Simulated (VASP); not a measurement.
# MgCd3Se4 (I-42m) in VASP: further runs, part 2 of 2

VASP 6.6.1. Earlier steps stand in the parts before.

## 3. Single point, PBE

This run uses another cell than the first one, of 28.99 Å³/atom.

Input file INCAR:

```
SYSTEM = MgCd3Se4
PREC = Accurate ; ENCUT = 600
EDIFF = 1E-6 ; ISMEAR = 0
SIGMA = 0.02 ; LREAL = .FALSE.
LASPH = .TRUE. ; NELM = 120
ALGO = Normal ; ISIF = 2
LWAVE = .FALSE. ; LCHARG = .FALSE.
GGA = PE ; NBANDS = 41
GGA_COMPAT = .FALSE.
```

Input file KPOINTS:

```
regular mesh
0
G
  6 6 6
  0 0 0
```

Input file POSCAR:

```
MgCd3Se4
1.0
   -3.0723596378      3.0723596378      6.1427542005
    3.0723596378     -3.0723596378      6.1427542005
    3.0723596378      3.0723596378     -6.1427542005
Mg Cd Se
1 3 4
Direct
    0.0000000000      0.0000000000      0.0000000000
    0.2500000000      0.7500000000      0.5000000000
    0.7500000000      0.2500000000      0.5000000000
    0.5000000000      0.5000000000      0.0000000000
    0.8781716206      0.3664726272      0.0000000000
    0.3664726272      0.8781716206      0.0000000000
    0.1218283794      0.1218283794      0.4883010066
    0.6335273728      0.6335273728      0.5116989934
```

Potentials or basis: VASP PAW PBE potentials, release 64 (Mg, Cd, Se).

The run is started by

```bash
$ cat potpaw_PBE.64/Mg/POTCAR potpaw_PBE.64/Cd/POTCAR potpaw_PBE.64/Se/POTCAR > POTCAR
$ mpirun -np 1 vasp_std > vasp.out
```

OUTCAR:

```text
SYSTEM = MgCd3Se4
   PREC = Accurate
   ENCUT = 600
   EDIFF = 1E-6
   ISMEAR = 0
   LREAL = .FALSE.
   LASPH = .TRUE.
   NELM = 120
   ISIF = 2
   GGA = PE

 ion  position               nearest neighbor table
   1  0.000  0.000  0.000-   7 2.60   6 2.60   5 2.60   8 2.60
   2  0.250  0.750  0.500-   6 2.68   7 2.68   8 2.68   5 2.68
   3  0.750  0.250  0.500-   5 2.68   7 2.68   8 2.68   6 2.68
   4  0.500  0.500  0.000-   8 2.68   5 2.68   6 2.68   7 2.68
   5  0.878  0.366  0.000-   1 2.60   3 2.68   2 2.68   4 2.68
   6  0.366  0.878  0.000-   1 2.60   2 2.68   3 2.68   4 2.68
   7  0.122  0.122  0.488-   1 2.60   2 2.68   3 2.68   4 2.68
   8  0.634  0.634  0.512-   1 2.60   2 2.68   3 2.68   4 2.68

  LATTYP: Found a body centered tetragonal cell.
 ALAT       =     6.1447192756
 C/A-ratio  =     1.9993604020

  Lattice vectors:

 A1 = (  -3.0723596378,   3.0723596378,   6.1427542005)
 A2 = (   3.0723596378,  -3.0723596378,   6.1427542005)
 A3 = (   3.0723596378,   3.0723596378,  -6.1427542005)

Analysis of symmetry for initial positions (statically):
=====================================================================
 Subroutine PRICEL returns:
[... 192 lines left out ...]
      1     -11.5881      2.00000
      2     -11.0992      2.00000
      3     -11.0987      2.00000
      4     -11.0987      2.00000
      5      -7.0423      2.00000
      6      -7.0377      2.00000
[... 1045 lines left out ...]
     40       7.0490      0.00000
     41       7.2020      0.00000

 [... further k-points ...]

------------------------ aborting loop because EDIFF is reached ----------------------------------------

  FORCE on cell =-STRESS in cart. coord.  units (eV):
  Direction    XX          YY          ZZ          XY          YZ          ZX
  --------------------------------------------------------------------------------------
  -------------------------------------------------------------------------------------
  Total        0.2112234      0.2112234      0.2116206      0.0000000      0.0000000      0.0000000
  in kB        1.4591013      1.4591013      1.4618451      0.0000000      0.0000000      0.0000000
  external PRESSURE =       1.4600159 kB  Pullay stress =       0.0000000 kB

 VOLUME and BASIS-vectors are now :
 -----------------------------------------------------------------------------
  energy-cutoff  :      600.00
  volume of cell :      231.94
      direct lattice vectors                 reciprocal lattice vectors
    -3.072359638  3.072359638  6.142754200     0.000000000  0.162741365  0.081396713
     3.072359638 -3.072359638  6.142754200     0.162741365  0.000000000  0.081396713
     3.072359638  3.072359638 -6.142754200     0.162741365  0.162741365  0.000000000

 POSITION                                       TOTAL-FORCE (eV/Angst)
 -----------------------------------------------------------------------------------
      0.00000      0.00000      0.00000        -0.000000     -0.000000     -0.000000
      3.07236      0.00000      3.07138        -0.000000     -0.000000     -0.000000
      0.00000      3.07236      3.07138         0.000000     -0.000000     -0.000000
      0.00000      0.00000      6.14275        -0.000000     -0.000000     -0.000000
     -1.57212      1.57212      7.64554        -0.017682      0.017682     -0.017381
      1.57212     -1.57212      7.64554         0.017682     -0.017682     -0.017381
      1.50024      1.50024     -1.50279        -0.017682     -0.017682      0.017381
      1.57212      1.57212      4.63996         0.017682      0.017682      0.017381
 -----------------------------------------------------------------------------------
    total drift:                                0.000000      0.000000      0.000000

  FREE ENERGIE OF THE ION-ELECTRON SYSTEM (eV)
  ---------------------------------------------------
  free  energy   TOTEN  =       -24.0005373589 eV

  energy  without entropy=      -24.0005373589  energy(sigma->0) =      -24.00053736
```

Run time: 4.6 min. Hardware: 1 thread of Intel Xeon 6975P-C (Granite Rapids), shared host; peak memory 0.7 GiB.

Results:

```
Free energy            : -24.0005 eV
Pressure               : 0.1 GPa
Largest force          : 0.030 eV/Å
Band gap on the k mesh : 0.99 eV
```

Forces in eV/Å, atoms in the order of the input:
```
Mg   0.000  0.000  0.000
Cd   0.000  0.000  0.000
Cd   0.000  0.000  0.000
Cd   0.000  0.000  0.000
Se  -0.018  0.018 -0.017
Se   0.018 -0.018 -0.017
Se  -0.018 -0.018  0.017
Se   0.018  0.018  0.017
```

## 4. Single point, PBE

This run uses another cell than the first one, of 29.08 Å³/atom.

Input file INCAR:

```
SYSTEM = MgCd3Se4
  PREC = Accurate
  ENCUT = 600
  EDIFF = 1E-6
  ISMEAR = 0
  SIGMA = 0.15
  LREAL = .False.
  LASPH = .True.
  NELM = 120
  ALGO = Normal
  ISIF = 2
  LWAVE = .False.
  LCHARG = .True.
  GGA = PE
  LELF = .True.
  LVHAR = .True.
  NBANDS = 41
  GGA_COMPAT = .False.
```

Input file KPOINTS:

```
Automatic mesh
0
Gamma
  3 3 3
  0 0 0
```

Input file POSCAR:

```
MgCd3Se4
1.0
   -3.0757984976      3.0757984976      6.1481466943
    3.0757984976     -3.0757984976      6.1481466943
    3.0757984976      3.0757984976     -6.1481466943
Mg Cd Se
1 3 4
Direct
    0.0000000000      0.0000000000      0.0000000000
    0.2500000000      0.7500000000      0.5000000000
    0.7500000000      0.2500000000      0.5000000000
    0.5000000000      0.5000000000      0.0000000000
    0.8782487160      0.3663727517      0.0000000000
    0.3663727517      0.8782487160      0.0000000000
    0.1217512840      0.1217512840      0.4881240357
    0.6336272483      0.6336272483      0.5118759643
```

The run is started by

```bash
$ cat potpaw_PBE.64/Mg/POTCAR potpaw_PBE.64/Cd/POTCAR potpaw_PBE.64/Se/POTCAR > POTCAR
$ mpirun -np 1 vasp_std > vasp.out
```

Wall time 55 s (1 thread of Intel Xeon 6975P-C (Granite Rapids), shared host); peak memory 0.53 GiB.

The run converged. Its results:

| Property | Result |
| --- | --- |
| Free energy | -23.9849 eV |
| Pressure | 0.0 GPa |
| Largest force | 0.026 eV/Å |
| Band gap on the k mesh | 0.98 eV |

Forces on the atoms (eV/Å):
```
Mg   0.000  0.000  0.000
Cd   0.000  0.000  0.000
Cd   0.000  0.000  0.000
Cd   0.000  0.000  0.000
Se  -0.014  0.014 -0.017
Se   0.014 -0.014 -0.017
Se  -0.014 -0.014  0.017
Se   0.014  0.014  0.017
```

Levels at points of the mesh, in eV from the valence-band top:
```tsv
k point	band 27	band 28	band 29	band 30	band 31	band 32	band 33	band 34	band 35	band 36
(0.00, 0.00, 0.00)	-1.51	-1.51	-0.01	0.00	0.00	0.98	3.33	3.76	4.98	5.24
```

## 5. Single point, PBE

This run uses another cell than the first one, of 28.95 Å³/atom.

Input file INCAR:

```
PREC = Accurate ; ENCUT = 600
EDIFF = 1E-6 ; ISMEAR = 0
SIGMA = 0.15 ; LREAL = False
LASPH = True ; NELM = 120
ALGO = Normal ; ISIF = 2
LWAVE = False ; LCHARG = True
GGA = PE ; LELF = True
LVHAR = True ; NBANDS = 41
GGA_COMPAT = False
```

Input file KPOINTS:

```
Automatic mesh
0
Gamma
  3 3 3
```

Input file POSCAR:

```
MgCd3Se4
1.0
   -3.0729992766      3.0729992766      6.1320200211
    3.0729992766     -3.0729992766      6.1320200211
    3.0729992766      3.0729992766     -6.1320200211
Mg Cd Se
1 3 4
Direct
    0.0000000000      0.0000000000      0.0000000000
    0.5000000000      0.5000000000      0.0000000000
    0.2500000000      0.7500000000      0.5000000000
    0.7500000000      0.2500000000      0.5000000000
    0.6348959434      0.6348959434      0.5135506003
    0.1213453431      0.1213453431      0.4864493997
    0.8786546569      0.3651040566      0.0000000000
    0.3651040566      0.8786546569      0.0000000000
```

Potentials or basis: VASP PAW PBE potentials, release 64 (Mg, Cd, Se).

The run is started by

```bash
$ cat potpaw_PBE.64/Mg/POTCAR potpaw_PBE.64/Cd/POTCAR potpaw_PBE.64/Se/POTCAR > POTCAR
$ mpirun -np 1 vasp_std > vasp.out
```

OUTCAR:

```text
PREC = Accurate
   ENCUT = 600
   EDIFF = 1E-6
   ISMEAR = 0
   LREAL = False
   LASPH = True
   NELM = 120
   ISIF = 2
   GGA = PE

 ion  position               nearest neighbor table
   1  0.000  0.000  0.000-   6 2.59   5 2.59   7 2.59   8 2.59
   2  0.500  0.500  0.000-   7 2.69   8 2.69   6 2.69   5 2.69
   3  0.250  0.750  0.500-   5 2.68   8 2.68   7 2.68   6 2.68
   4  0.750  0.250  0.500-   5 2.68   7 2.68   8 2.68   6 2.68
   5  0.635  0.635  0.514-   1 2.59   3 2.68   4 2.68   2 2.69
   6  0.121  0.121  0.486-   1 2.59   3 2.68   4 2.68   2 2.69
   7  0.879  0.365  0.000-   1 2.59   4 2.68   3 2.68   2 2.69
   8  0.365  0.879  0.000-   1 2.59   3 2.68   4 2.68   2 2.69

  LATTYP: Found a body centered tetragonal cell.
 ALAT       =     6.1459985532
 C/A-ratio  =     1.9954511762

  Lattice vectors:

 A1 = (  -3.0729992766,   3.0729992766,   6.1320200211)
 A2 = (   3.0729992766,  -3.0729992766,   6.1320200211)
 A3 = (   3.0729992766,   3.0729992766,  -6.1320200211)

Analysis of symmetry for initial positions (statically):
=====================================================================
 Subroutine PRICEL returns:
 Original cell was already a primitive cell.

 Routine SETGRP: Setting up the symmetry group for a
 body centered tetragonal supercell.

 Subroutine GETGRP returns: Found  8 space group operations
 (whereof  8 operations were pure point group operations)
 out of a pool of 16 trial point group operations.

The static configuration has the point symmetry D_2d.

Analysis of symmetry for dynamics (positions and initial velocities):
=====================================================================
 Subroutine PRICEL returns:
 Original cell was already a primitive cell.

[... 120 lines left out ...]
     AMIX_MAG =   1.60;   BMIX_MAG =  1.00
  volume/ion in A,a.u.               =      28.95       195.39
  Fermi-wavevector in a.u.,A,eV,Ry     =   1.055057  1.993769 15.145260  1.113145
  Thomas-Fermi vector in A             =   2.190241
   LORBIT       =      0    0 simple, 1 ext, 2 COOP (PROOUT), +10 PAW based schemes
   GGA     = PE    functional components
   LHFCALC =     F    Hartree Fock is set to
   AEXX    =    0.0000 exact exchange contribution
   IVDW    =     0    specifies the selected vdW correction
   LEPSILON=     F    determine dielectric tensor
   LRPA    =     F    only Hartree local field effects (RPA)
 non-spin polarized calculation
 Gauss-broadening in eV      SIGMA  =   0.15
  energy-cutoff  :      600.00
  volume of cell :      231.63
 maximum number of plane-waves:      7780
   NGX = 31   NGY = 31   NGZ = 31

 number of electron      62.0000005 magnetization

 Free energy of the ion-electron system (eV)
  ---------------------------------------------------
  ext. energy  EPLUGINS =         0.00000000
  ---------------------------------------------------
  free energy    TOTEN  =       -23.98386908 eV

  energy without entropy =      -23.98386893  energy(sigma->0) =      -23.98386900

 E-fermi :   1.0310     XC(G=0):  -8.5225

 val. band max:        0.5216111451   @ k =   0.0000   0.0000   0.0000
 cond. band min:       1.5198595922   @ k =   0.0000   0.0000   0.0000
 fundamental gap:      0.9982484471
 Fermi energy:         1.0310298501

 k-point     1 :       0.0000    0.0000    0.0000
  band No.  band energies     occupation
      1     -11.5808      2.00000
      2     -11.0878      2.00000
      3     -11.0878      2.00000
      4     -11.0873      2.00000
      5      -7.0364      2.00000
      6      -7.0311      2.00000
[... 253 lines left out ...]
     40       7.4892      0.00000
     41       7.4892      0.00000

------------------------ aborting loop because EDIFF is reached ----------------------------------------

  FORCE on cell =-STRESS in cart. coord.  units (eV):
  Direction    XX          YY          ZZ          XY          YZ          ZX
  --------------------------------------------------------------------------------------
  -------------------------------------------------------------------------------------
  Total        0.2569765      0.2569765      0.2941058      0.0000000     -0.0000000      0.0000000
  in kB        1.7775240      1.7775240      2.0343500      0.0000000     -0.0000000      0.0000000
  external PRESSURE =       1.8631327 kB  Pullay stress =       0.0000000 kB

 VOLUME and BASIS-vectors are now :
 -----------------------------------------------------------------------------
  energy-cutoff  :      600.00
  volume of cell :      231.63
      direct lattice vectors                 reciprocal lattice vectors
    -3.072999277  3.072999277  6.132020021     0.000000000  0.162707490  0.081539199
     3.072999277 -3.072999277  6.132020021     0.162707490  0.000000000  0.081539199
     3.072999277  3.072999277 -6.132020021     0.162707490  0.162707490  0.000000000

 POSITION                                       TOTAL-FORCE (eV/Angst)
 -----------------------------------------------------------------------------------
      0.00000      0.00000      0.00000         0.000000      0.000000     -0.000000
      0.00000      0.00000      6.13202         0.000000      0.000000     -0.000000
      3.07300      0.00000      3.06601         0.000000      0.000000      0.000000
      0.00000      3.07300      3.06601         0.000000     -0.000000     -0.000000
      1.57814      1.57814      4.63729        -0.021201     -0.021201     -0.023079
      1.49486      1.49486     -1.49473         0.021201      0.021201     -0.023079
     -1.57814      1.57814      7.62675         0.021201     -0.021201      0.023079
      1.57814     -1.57814      7.62675        -0.021201      0.021201      0.023079
 -----------------------------------------------------------------------------------
    total drift:                                0.000000      0.000000      0.000000

  FREE ENERGIE OF THE ION-ELECTRON SYSTEM (eV)
  ---------------------------------------------------
  free  energy   TOTEN  =       -23.9838690819 eV

  energy  without entropy=      -23.9838689255  energy(sigma->0) =      -23.98386900
```

Wall time 58 s (1 thread of Intel Xeon 6975P-C (Granite Rapids), shared host); peak memory 0.53 GiB.

What came out:

| Property | Result |
| --- | --- |
| Free energy | -23.9839 eV |
| Pressure | 0.2 GPa |
| Largest force | 0.038 eV/Å |
| Band gap on the k mesh | 1.00 eV |

Forces on the atoms (eV/Å):
```
Mg   0.000  0.000  0.000
Cd   0.000  0.000  0.000
Cd   0.000  0.000  0.000
Cd   0.000  0.000  0.000
Se  -0.021 -0.021 -0.023
Se   0.021  0.021 -0.023
Se   0.021 -0.021  0.023
Se  -0.021  0.021  0.023
```

Levels at points of the mesh, in eV from the valence-band top:
| k point | band 28 | band 29 | band 30 | band 31 | band 32 | band 33 | band 34 | band 35 |
| --- | --- | --- | --- | --- | --- | --- | --- | --- |
| (0.00, 0.00, 0.00) | -1.52 | -0.01 | 0.00 | 0.00 | 1.00 | 3.34 | 3.75 | 4.99 |

## 6. Single point, PBE

This run uses another cell than the first one, of 28.99 Å³/atom.

Input file INCAR:

```
PREC = Accurate ; ENCUT = 600
EDIFF = 1E-6 ; ISMEAR = 0
SIGMA = 0.01 ; LREAL = F
LASPH = T ; NELM = 120
ALGO = Normal ; ISIF = 2
LWAVE = F ; LCHARG = T
GGA = PE ; LELF = T
LVHAR = T ; NBANDS = 41
GGA_COMPAT = F
```

Input file KPOINTS:

```
Automatic mesh
0
Gamma
  6 6 6
```

Input file POSCAR:

```
MgCd3Se4
1.0
   -3.0723334517      3.0723334517      6.1430164864
    3.0723334517     -3.0723334517      6.1430164864
    3.0723334517      3.0723334517     -6.1430164864
Mg Cd Se
1 3 4
Direct
    0.0000000000      0.0000000000      0.0000000000
    0.2500000000      0.7500000000      0.5000000000
    0.7500000000      0.2500000000      0.5000000000
    0.5000000000      0.5000000000      0.0000000000
    0.8781712679      0.3665059734      0.0000000000
    0.3665059734      0.8781712679      0.0000000000
    0.1218287321      0.1218287321      0.4883347055
    0.6334940266      0.6334940266      0.5116652945
```

Potentials or basis: VASP PAW PBE potentials, release 64 (Mg, Cd, Se).

The run is started by

```bash
$ cat potpaw_PBE.64/Mg/POTCAR potpaw_PBE.64/Cd/POTCAR potpaw_PBE.64/Se/POTCAR > POTCAR
$ mpirun -np 1 vasp_std > vasp.out
```

It took 11 min on 1 thread of Intel Xeon 8259CL, shared host; peak memory 0.7 GiB.

It converged, with:

```
Free energy            : -24.0005 eV
Pressure               : 0.1 GPa
Largest force          : 0.032 eV/Å
Band gap on the k mesh : 0.99 eV
```

Forces in eV/Å, atoms in the order of the input:
```
Mg   0.000  0.000  0.000
Cd   0.000  0.000  0.000
Cd   0.000  0.000  0.000
Cd   0.000  0.000  0.000
Se  -0.018  0.018 -0.019
Se   0.018 -0.018 -0.019
Se  -0.018 -0.018  0.019
Se   0.018  0.018  0.019
```

Levels at points of the mesh, in eV from the valence-band top:
```
           k point  band 29  band 30  band 31  band 32  band 33  band 34
(0.00, 0.00, 0.00)    -0.01     0.00     0.00     0.99     3.33     3.77
(0.50, 0.00, 0.00)    -1.10    -0.71    -0.52     3.56     3.66     4.46
(0.50, 0.50, 0.00)    -0.59    -0.49    -0.44     2.51     2.82     3.86
(0.50, 0.50, 0.50)    -0.95    -0.73    -0.73     3.29     3.32     3.32
```

## 7. The runs side by side

```csv
cell,k mesh,smearing,gap on the mesh (eV),pressure (GPa),largest force (eV/Å)
"a = 7.370 Å, angles 131.8, 131.8, 70.5°, 8 atoms",6 × 6 × 6,gaussian 0.02 eV,1.16,3.4,0.03
"a = 7.524 Å, angles 131.8, 131.8, 70.5°, 8 atoms",6 × 6 × 6,gaussian 0.02 eV,0.99,0.1,0.03
"a = 7.531 Å, angles 131.8, 131.8, 70.6°, 8 atoms",3 × 3 × 3,gaussian 0.15 eV,0.98,0.0,0.03
"a = 7.516 Å, angles 131.7, 131.7, 70.7°, 8 atoms",3 × 3 × 3,gaussian 0.15 eV,1.00,0.2,0.04
"a = 7.524 Å, angles 131.8, 131.8, 70.5°, 8 atoms",6 × 6 × 6,gaussian 0.01 eV,0.99,0.1,0.03
```

Alike in all rows: task single point; level PBE; potentials or basis VASP PAW PBE potentials, release 64 (Mg, Cd, Se); no spin polarisation; cutoff (eV) 600.

Caveats: the cell stands under pressure (at least some runs).

Total energies depend on the potentials used, so only differences within one code and one set of settings carry meaning.
